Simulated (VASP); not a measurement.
TiHg3Sb2:

```
Ti Hg Sb
1.0
     4.02368    0.00000    0.00000
     0.00000    4.02368    0.00000
     0.00000    0.00000    8.54223
Ti Hg Sb
1 3 2
Cartesian
  0.0000 0.0000 5.3402
  2.0118 0.0000 8.5299
  0.0000 2.0118 8.5299
  2.0118 2.0118 3.2365
  2.0118 2.0118 6.2239
  0.0000 0.0000 2.3084
```

The cell was built from a structure type or drawn by symmetry, and may not be a known phase.

* Program: VASP 6.6.1
* Task: relaxation of cell and atoms
* Functional: PBE
* Potentials or basis: VASP PAW PBE potentials, release 64 (Ti_sv, Hg, Sb)
* Cutoff: 600 eV
* k mesh: 4 × 4 × 2
* Occupations: gaussian, width 0.1 eV
* Spin: no spin polarisation

At the start: pressure 6.3 GPa; volume 23.05 Å³/atom.

Question: Where does the relaxation end?

Answer: Over 23 steps the energy falls by 191.8 meV/atom and the volume is 27.52 Å³/atom (+19.4 %); space group P4mm (No. 99, to 0.1 Å) before and after.

Step by step:
| step | energy change (eV) | largest force (eV/Å) | pressure (GPa) | volume (Å³) |
| --- | --- | --- | --- | --- |
| 1 | 0.0000 | 1.7075 | 6.33 | 138.30 |
| 2 | -0.4359 | 1.4772 | -1.83 | 157.33 |
| 3 | -0.4363 | 1.4752 | -1.51 | 156.28 |
| 4 | -0.6565 | 1.3321 | -1.06 | 155.46 |
| 5 | -0.8172 | 0.9934 | 2.26 | 153.01 |
| 6 | -0.8809 | 0.4600 | 0.26 | 154.12 |
| 7 | -0.8915 | 0.4035 | 0.65 | 153.85 |
| 8 | -1.0494 | 0.1761 | 0.80 | 156.22 |
| 9 | -1.0886 | 0.3620 | 1.37 | 158.13 |
| 10 | -1.1076 | 0.2753 | -0.92 | 167.59 |
| 11 | -1.1170 | 0.2773 | -0.15 | 164.01 |
| 12 | -1.1243 | 0.1984 | -0.06 | 163.85 |
| 13 | -1.1278 | 0.1197 | 0.07 | 163.66 |
| 14 | -1.1316 | 0.1223 | 0.01 | 164.09 |
| 15 | -1.1406 | 0.1302 | -0.13 | 165.38 |
| 16 | -1.1454 | 0.1164 | -0.40 | 167.94 |
| 17 | -1.1461 | 0.1255 | -0.33 | 167.18 |
| 18 | -1.1487 | 0.1007 | 0.00 | 166.19 |
| 19 | -1.1488 | 0.1003 | 0.07 | 165.98 |
| 20 | -1.1496 | 0.0642 | 0.02 | 166.07 |
| 21 | -1.1500 | 0.0653 | -0.06 | 166.21 |
| 22 | -1.1504 | 0.0506 | -0.04 | 165.93 |
| 23 | -1.1510 | 0.0178 | 0.02 | 165.12 |

Final structure:
```xyz
6
Lattice="4.0525 0.0000 0.0000 0.0000 4.0525 0.0000 0.0000 0.0000 10.0545" Properties=species:S:1:pos:R:3 pbc="T T T"
Ti    0.0000    0.0000    6.0137
Hg    2.0262    4.0525    9.9697
Hg    4.0525    2.0262    9.9697
Hg    2.0262    2.0262    4.0882
Sb    2.0262    2.0262    6.9357
Sb    0.0000    4.0525    3.2411
```

Caveat: the k points lie up to 0.39 Å⁻¹ apart in the final cell, too coarse for converged energies and pressures of a metal; the volume moved by over 15 % at a fixed basis, so the end points are rough.
